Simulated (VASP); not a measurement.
# Ni (Fm-3m) in VASP: further runs

Runs on Ni. Level: LDA. Tasks: single point.

Everything below comes from runs of VASP 6.6.1. Logs are shortened: lines on timing, memory, paths and dates and some standing lists are left out, and cuts for length are marked.

### 1 The cell of the first run

It takes space group Fm-3m (No. 225, cubic). Conventional cell: a = 3.205 Å, b = 3.205 Å, c = 3.205 Å, α = 90.00°, β = 90.00°, γ = 90.00°. Within 3.0 Å of Ni (site symmetry m-3m) lie 12 Ni at 2.27 Å.

### 2 Single point, LDA, collinear spin, ferromagnetic start (8.23 Å³/atom)

The input, INCAR:

```
SYSTEM = Ni
PREC = Accurate ; ENCUT = 520
EDIFF = 1E-6 ; ISMEAR = 0
SIGMA = 0.15 ; LREAL = .False.
LASPH = .True. ; NELM = 150
ALGO = Normal ; ISIF = 2
LWAVE = .False. ; LCHARG = .False.
ISPIN = 2 ; MAGMOM = 0.5
LORBIT = 11 ; NUPDOWN = 0.5
LMAXMIX = 4 ; NBANDS = 15
```

The input, KPOINTS:

```
Automatic mesh
0
Gamma
  24 24 24
  0 0 0
```

The input, POSCAR:

```
Ni
1.0
    0.0000000000      1.6025350438      1.6025350438
    1.6025350438      0.0000000000      1.6025350438
    1.6025350438      1.6025350438      0.0000000000
Ni
1
Direct
    0.0000000000      0.0000000000      0.0000000000
```

Potentials or basis: VASP PAW LDA potentials, release 64 (Ni).

The run is started by

```
cat potpaw_LDA.64/Ni/POTCAR > POTCAR
mpirun -np 1 vasp_std > vasp.out
```

OUTCAR:

```text
SYSTEM = Ni
   PREC = Accurate
   ENCUT = 520
   EDIFF = 1E-6
   ISMEAR = 0
   LREAL = .False.
   LASPH = .True.
   NELM = 150
   ISIF = 2
   ISPIN = 2
   LORBIT = 11
   NUPDOWN = 0.5

 ion  position               nearest neighbor table
   1  0.000  0.000  0.000-

  LATTYP: Found a face centered cubic cell.
 ALAT       =     3.2050700876

  Lattice vectors:

 A1 = (   0.0000000000,   1.6025350438,   1.6025350438)
 A2 = (   1.6025350438,   0.0000000000,   1.6025350438)
 A3 = (   1.6025350438,   1.6025350438,   0.0000000000)

Analysis of symmetry for initial positions (statically):
=====================================================================
 Subroutine PRICEL returns:
 Original cell was already a primitive cell.

 Routine SETGRP: Setting up the symmetry group for a
 face centered cubic supercell.

 Subroutine GETGRP returns: Found 48 space group operations
 (whereof 48 operations were pure point group operations)
 out of a pool of 48 trial point group operations.

The static configuration has the point symmetry O_h .

Analysis of symmetry for dynamics (positions and initial velocities):
=====================================================================
 Subroutine PRICEL returns:
 Original cell was already a primitive cell.

 Routine SETGRP: Setting up the symmetry group for a
 face centered cubic supercell.

 Subroutine GETGRP returns: Found 48 space group operations
 (whereof 48 operations were pure point group operations)
 out of a pool of 48 trial point group operations.

The dynamic configuration has the point symmetry O_h .

Analysis of structural, dynamic, and magnetic symmetry:
=====================================================================
 Subroutine PRICEL returns:
 Original cell was already a primitive cell.

 Routine SETGRP: Setting up the symmetry group for a
 face centered cubic supercell.

 Subroutine GETGRP returns: Found 48 space group operations
 (whereof 48 operations were pure point group operations)
 out of a pool of 48 trial point group operations.

The overall configuration has the point symmetry O_h .

 Subroutine INISYM returns: Found 48 space group operations
 (whereof 48 operations are pure point group operations),
 and found     1 'primitive' translations

----------------------------------------------------------------------------------------

                                     Primitive cell

  volume of cell :       8.2310

  direct lattice vectors                    reciprocal lattice vectors
     0.000000000  1.602535044  1.602535044    -0.312005657  0.312005657  0.312005657
     1.602535044  0.000000000  1.602535044     0.312005657 -0.312005657  0.312005657
     1.602535044  1.602535044  0.000000000     0.312005657  0.312005657 -0.312005657

  length of vectors
     2.266326793  2.266326793  2.266326793     0.540409651  0.540409651  0.540409651

  position of ions in fractional coordinates (direct lattice)
     0.000000000  0.000000000  0.000000000

  ion indices of the primitive-cell ions
   primitive index   ion index
                 1           1

----------------------------------------------------------------------------------------

 KPOINTS: Automatic mesh

Automatic generation of k-mesh.
 Grid dimensions read from file:
 generate k-points for:   24   24   24

 Generating k-lattice:

  Cartesian coordinates                     Fractional coordinates (reciprocal lattice)
    -0.013000236  0.013000236  0.013000236     0.041666667  0.000000000  0.000000000
     0.013000236 -0.013000236  0.013000236     0.000000000  0.041666667  0.000000000
     0.013000236  0.013000236 -0.013000236     0.000000000  0.000000000  0.041666667

  Length of vectors
     0.022517069  0.022517069  0.022517069

  Shift w.r.t. Gamma in fractional coordinates (k-lattice)
     0.000000000  0.000000000  0.000000000

 Subroutine IBZKPT returns following result:
 ===========================================

 Found    413 irreducible k-points:

 Following reciprocal coordinates:
            Coordinates               Weight
  0.000000  0.000000  0.000000      1.000000
  0.041667  0.000000  0.000000      8.000000
  0.083333  0.000000  0.000000      8.000000
  0.125000  0.000000  0.000000      8.000000
  0.166667  0.000000  0.000000      8.000000
  0.208333  0.000000  0.000000      8.000000
[... 16 lines left out ...]
  0.416667  0.041667  0.000000     24.000000
  0.458333  0.041667  0.000000     24.000000
 [... further k-points ...]
   k-points           NKPTS =    413   k-points in BZ     NKDIM =    413   number of bands    NBANDS=     15
   number of dos      NEDOS =    301   number of ions     NIONS =      1
   total plane-waves  NPLWV =   5832
   dimension x,y,z NGX =    18 NGY =   18 NGZ =   18
   dimension x,y,z NGXF=    36 NGYF=   36 NGZF=   36
   ions per type =               1
   NGX,Y,Z   is equivalent  to a cutoff of  13.20, 13.20, 13.20 a.u.
   NGXF,Y,Z  is equivalent  to a cutoff of  26.41, 26.41, 26.41 a.u.
 SYSTEM =  Ni
   PREC   = accura    normal or accurate (medium, high low for compatibility)
   ISTART =      0    job   : 0-new  1-cont  2-samecut
   ICHARG =      2    charge: 1-file 2-atom 10-const
   ISPIN  =      2    spin polarized calculation?
   LNONCOLLINEAR =      F non collinear calculations
   LSORBIT =      F    spin-orbit coupling
   LASPH  =      T    aspherical Exc in radial PAW
   ENCUT  =  520.0 eV  38.22 Ry    6.18 a.u.   4.21  4.21  4.21*2*pi/ulx,y,z
   NELM   =    150;   NELMIN=  2; NELMDL= -5     # of ELM steps
   EDIFF  = 0.1E-05   stopping-criterion for ELM
   LREAL  =      F    real-space projection
   EDIFFG = 0.1E-04   stopping-criterion for IOM
   NSW    =      0    number of steps for IOM
   IBRION =     -1    ionic relax: 0-MD 1-quasi-New 2-CG
   NFREE  =      0    steps in history (QN), initial steepest desc. (CG)
   ISIF   =      2    stress and relaxation
   ISYM   =      2    0-nonsym 1-usesym 2-fastsym
   POTIM  = 0.5000    time-step for ionic-motion
   TEBEG  =    0.0;   TEEND  =   0.0 temperature during run
   PSTRESS=    0.0 pullay stress
   NELECT =      10.0000    total number of electrons
   NUPDOWN=       0.5000    fix difference up-down
   EMIN   =  10.00;   EMAX   =-10.00  energy-range for DOS
   EFERMI =   0.00;   METHOD = LEGACY
   ISMEAR =     0;   SIGMA  =   0.15  broadening in eV -4-tet -1-fermi 0-gaus
   EFERMI_NEDOS =   21; number of points for ismear=-14 and -15
   IALGO  =     38    algorithm
   IMIX   =      4    mixing-type and parameters
     AMIX     =   0.40;   BMIX     =  1.00
     AMIX_MAG =   1.60;   BMIX_MAG =  1.00
  volume/ion in A,a.u.               =       8.23        55.55
  Fermi-wavevector in a.u.,A,eV,Ry     =   1.746857  3.301081 41.518295  3.051509
  Thomas-Fermi vector in A             =   2.818270
   LORBIT       =     11    0 simple, 1 ext, 2 COOP (PROOUT), +10 PAW based schemes
   GGA     = CA    functional components
   LHFCALC =     F    Hartree Fock is set to
   AEXX    =    0.0000 exact exchange contribution
   IVDW    =     0    specifies the selected vdW correction
   LEPSILON=     F    determine dielectric tensor
   LRPA    =     F    only Hartree local field effects (RPA)
 spin polarized calculation
 Gauss-broadening in eV      SIGMA  =   0.15
  energy-cutoff  :      520.00
  volume of cell :        8.23
 maximum number of plane-waves:       230
 NGX is ok and might be reduce to    18
   NGX =  9   NGY =  9   NGZ =  9

 number of electron      10.0000003 magnetization       0.5000000

 Free energy of the ion-electron system (eV)
  ---------------------------------------------------
  ext. energy  EPLUGINS =         0.00000000
  ---------------------------------------------------
  free energy    TOTEN  =        -6.21682130 eV

  energy without entropy =       -6.20061788  energy(sigma->0) =       -6.20871959

 E-fermi :  13.6667     XC(G=0): -15.3469

 val. band max:       13.6602626767   @ k =  -0.4167   0.0417   0.0000
 cond. band min:      13.6305275807   @ k =  -0.3333   0.0833   0.0000
 fundamental gap:     -0.0297350960
 Fermi energy:        13.6174230004

 spin component 1

 k-point     1 :       0.0000    0.0000    0.0000
  band No.  band energies     occupation
      1       2.5836      1.00000
      2      10.4833      1.00000
      3      10.4833      1.00000
      4      10.4833      1.00000
      5      12.2116      1.00000
      6      12.2116      1.00000
      7      39.6804      0.00000
      8      45.7563      0.00000
      9      45.7563      0.00000
     10      45.7563      0.00000
     11      50.2708      0.00000
     12      50.2708      0.00000
     13      50.2708      0.00000
     14      52.2264      0.00000
     15      58.4197      0.00000

 k-point     2 :       0.0417    0.0000    0.0000
  band No.  band energies     occupation
      1       2.6681      1.00000
      2      10.4541      1.00000
      3      10.5068      1.00000
      4      10.5068      1.00000
      5      12.2002      1.00000
      6      12.2002      1.00000
      7      39.5929      0.00000
      8      44.6459      0.00000
      9      45.6634      0.00000
     10      45.6634      0.00000
     11      50.4286      0.00000
     12      50.4286      0.00000
     13      50.6820      0.00000
     14      53.0417      0.00000
     15      58.3341      0.00000
[... 365 lines left out ...]
      3      10.5672      1.00000
      4      11.4085      1.00000
      5      13.1679      0.99999
      6      13.2746      0.99939
      7      23.9161      0.00000
      8      38.2653      0.00000
      9      42.1840      0.00000
     10      43.9120      0.00000
     11      46.9520      0.00000
     12      48.3122      0.00000
     13      54.1418      0.00000
     14      59.0044      0.00000
     15      64.0652      0.00000

 k-point    24 :       0.4583    0.0417    0.0000
  band No.  band energies     occupation
      1       7.1001      1.00000
      2      10.4109      1.00000
      3      10.5083      1.00000
      4      12.0049      1.00000
      5      13.2691      0.99949
      6      13.6335      0.43959
      7      22.5440      0.00000
      8      38.0085      0.00000
      9      42.3468      0.00000
     10      43.2452      0.00000
     11      47.0339      0.00000
     12      47.7160      0.00000
     13      54.5219      0.00000
     14      59.5022      0.00000
     15      65.9282      0.00000

 [... further k-points ...]

 spin component 2

 k-point     1 :       0.0000    0.0000    0.0000
  band No.  band energies     occupation
      1       2.6380      1.00000
      2      10.9985      1.00000
      3      10.9985      1.00000
      4      10.9985      1.00000
      5      12.6849      1.00000
      6      12.6849      1.00000
      7      39.6940      0.00000
      8      45.7982      0.00000
      9      45.7982      0.00000
     10      45.7982      0.00000
     11      50.4396      0.00000
     12      50.4396      0.00000
     13      50.4396      0.00000
     14      52.2430      0.00000
     15      59.6370      0.00000

 k-point     2 :       0.0417    0.0000    0.0000
  band No.  band energies     occupation
      1       2.7226      1.00000
      2      10.9676      1.00000
      3      11.0226      1.00000
      4      11.0226      1.00000
      5      12.6730      1.00000
      6      12.6730      1.00000
      7      39.6146      0.00000
      8      44.7002      0.00000
      9      45.7134      0.00000
     10      45.7134      0.00000
     11      50.5887      0.00000
     12      50.5887      0.00000
     13      50.8138      0.00000
     14      53.0776      0.00000
     15      59.5247      0.00000
[... 365 lines left out ...]
      3      11.0313      1.00000
      4      11.6247      1.00000
      5      13.7148      0.32524
      6      13.7699      0.16532
      7      24.1987      0.00000
      8      38.2813      0.00000
      9      42.3136      0.00000
     10      44.0362      0.00000
     11      47.0735      0.00000
     12      48.4266      0.00000
     13      54.4115      0.00000
     14      60.0298      0.00000
     15      64.2319      0.00000

 k-point    24 :       0.4583    0.0417    0.0000
  band No.  band energies     occupation
      1       7.4066      1.00000
      2      10.8615      1.00000
      3      10.9685      1.00000
      4      12.2098      1.00000
      5      13.8217      0.07201
      6      14.0772      0.00005
      7      22.8620      0.00000
      8      38.0221      0.00000
      9      42.4713      0.00000
     10      43.3650      0.00000
     11      47.1590      0.00000
     12      47.8375      0.00000
     13      54.8653      0.00000
     14      60.4927      0.00000
     15      66.0815      0.00000

 [... further k-points ...]

------------------------ aborting loop because EDIFF is reached ----------------------------------------

  FORCE on cell =-STRESS in cart. coord.  units (eV):
  Direction    XX          YY          ZZ          XY          YZ          ZX
  --------------------------------------------------------------------------------------
  -------------------------------------------------------------------------------------
  Total        4.1246812      4.1246812      4.1246812      0.0000000      0.0000000      0.0000000
  in kB      802.8757929    802.8757929    802.8757929      0.0000000      0.0000000      0.0000000
  external PRESSURE =     802.8757929 kB  Pullay stress =       0.0000000 kB

 VOLUME and BASIS-vectors are now :
 -----------------------------------------------------------------------------
  energy-cutoff  :      520.00
  volume of cell :        8.23
      direct lattice vectors                 reciprocal lattice vectors
     0.000000000  1.602535044  1.602535044    -0.312005657  0.312005657  0.312005657
     1.602535044  0.000000000  1.602535044     0.312005657 -0.312005657  0.312005657
     1.602535044  1.602535044  0.000000000     0.312005657  0.312005657 -0.312005657

 POSITION                                       TOTAL-FORCE (eV/Angst)
 -----------------------------------------------------------------------------------
      0.00000      0.00000      0.00000        -0.000000     -0.000000      0.000000
 -----------------------------------------------------------------------------------
    total drift:                               -0.000000      0.000000     -0.000000

  FREE ENERGIE OF THE ION-ELECTRON SYSTEM (eV)
  ---------------------------------------------------
  free  energy   TOTEN  =        -6.2168213000 eV

  energy  without entropy=       -6.2006178812  energy(sigma->0) =       -6.20871959

 total charge

# of ion       s       p       d       tot
------------------------------------------
    1        0.641   0.803   8.532   9.976

 magnetization (x)

# of ion       s       p       d       tot
------------------------------------------
    1       -0.005  -0.018   0.511   0.489
```

Run time: 3.5 min. Hardware: 1 thread of Intel Xeon Platinum 8259CL at 2.50GHz (Skylake/Cascade Lake), shared host; peak memory 0.18 GiB.

Results:

```yaml
Free_energy: -6.2168 eV
Pressure: 80.3 GPa
Net_moment: 0.50 μB per cell
Site_moments: Ni +0.49 μB
Valence_electrons_inside_the_program's_atomic_spheres: Ni 9.98
```

Caveat: the cell stands under pressure; the total moment is fixed, so each spin has its own Fermi level.

(Part 1 of 2 ends here.)
